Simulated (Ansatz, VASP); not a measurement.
## Two plane-wave programs on Ti

```
Ti
1.0
     0.00000    2.05659    2.05659
     2.05659    0.00000    2.05659
     2.05659    2.05659    0.00000
Ti
1
Direct
  0.00000 0.00000 0.00000
```

Alike in both runs: task relaxation of cell and atoms; functional PBE; k mesh 17 × 17 × 17; occupations fermi-dirac, width 0.1 eV; no spin polarisation.

```csv
,VASP,Ansatz
version,VASP 6.6.1,Ansatz 0.2.0
potentials or method,"VASP PAW PBE potentials, release 64 (Ti_sv)","PAW with Ansatz's default frozen-core files, scalar-relativistic"
plane-wave cutoff (eV),600,420
valence electrons in the cell,12,12
```

Ansatz gave:

- relaxed volume (Å³/atom): 17.42
- relaxed cell length with the largest relative difference (Å): 2.910

Problem. What did VASP give for the same quantities?

Solution. Relaxed volume (Å³/atom): 17.38; relaxed cell length with the largest relative difference (Å): 2.907.
